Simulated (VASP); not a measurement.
## Na2Cd: relaxation of cell and atoms with PBE

Crystal: Na2Cd.

```
Na Cd
1.0
     0.00000    4.52391    4.52391
     4.52391    0.00000    4.52391
     4.52391    4.52391    0.00000
Na Cd
4 2
Cartesian
  1.1310 1.1310 1.1310
  1.1310 3.3929 3.3929
  3.3929 3.3929 1.1310
  3.3929 1.1310 3.3929
  4.5239 4.5239 4.5239
  6.7859 6.7859 6.7859
```

```json
{"Program": "VASP 6.6.1", "Task": "relaxation of cell and atoms", "Functional": "PBE", "Potentials or basis": "VASP PAW PBE potentials, release 64 (Na_pv, Cd)", "Cutoff": "600 eV", "k mesh": "8 × 8 × 8", "Occupations": "gaussian, width 0.1 eV", "Spin": "no spin polarisation", "Dipole correction": "no", "Further INCAR settings": "ALGO = Fast; EDIFF = 1e-06; IBRION = 2; EDIFFG = -0.01; NSW = 100; ISIF = 3"}
```

```
Relaxed volume                        : 30.48 Å³/atom
Relaxed cell                          : a = 6.371 Å, b = 6.371 Å, c = 6.371 Å, α = 60.00°, β = 60.00°, γ = 60.00°
Space group after relaxing (to 0.1 Å) : Fd-3m (No. 227)
Energy gained by relaxing             : 0.2 meV/atom
Ionic steps                           : 4
Pressure after relaxing               : 0.0 GPa
Band gap on the k mesh                : zero (bands 26 and 27 overlap by 1.80 eV)
```

The path:
| step | energy change (eV) | largest force (eV/Å) | pressure (GPa) | volume (Å³) |
| --- | --- | --- | --- | --- |
| 1 | 0.0000 | 0.0000 | -0.13 | 185.17 |
| 2 | -0.0005 | 0.0000 | -0.07 | 184.49 |
| 3 | -0.0007 | 0.0000 | -0.05 | 183.95 |
| 4 | -0.0010 | 0.0000 | 0.00 | 182.89 |

Final structure:
```cif
data_structure
_symmetry_space_group_name_H-M 'P 1'
_symmetry_Int_Tables_number 1
_cell_length_a 6.3714
_cell_length_b 6.3714
_cell_length_c 6.3714
_cell_angle_alpha 60.000
_cell_angle_beta 60.000
_cell_angle_gamma 60.000
_cell_volume 182.89
loop_
_atom_site_label
_atom_site_type_symbol
_atom_site_fract_x
_atom_site_fract_y
_atom_site_fract_z
_atom_site_occupancy
Na1 Na 0.12500 0.12500 0.12500 1
Na2 Na 0.62500 0.12500 0.12500 1
Na3 Na 0.12500 0.12500 0.62500 1
Na4 Na 0.12500 0.62500 0.12500 1
Cd1 Cd 0.50000 0.50000 0.50000 1
Cd2 Cd 0.75000 0.75000 0.75000 1
```

Levels at points of the mesh, in eV from the Fermi level:
| k point | band 24 | band 25 | band 26 | band 27 | band 28 | band 29 |
| --- | --- | --- | --- | --- | --- | --- |
| (0.00, 0.00, 0.00) | -0.91 | 0.41 | 1.07 | 1.07 | 1.07 | 1.10 |
| (0.50, 0.00, 0.00) | -3.19 | -0.84 | 0.25 | 0.25 | 0.69 | 1.35 |
| (0.50, 0.50, 0.00) | -3.45 | -0.84 | -0.84 | -0.73 | -0.73 | 3.80 |

Wall time 12 min on 1 thread of Intel(R) Xeon(R) Platinum 8488C (Sapphire Rapids), on a shared host, peak memory 0.52 GiB.
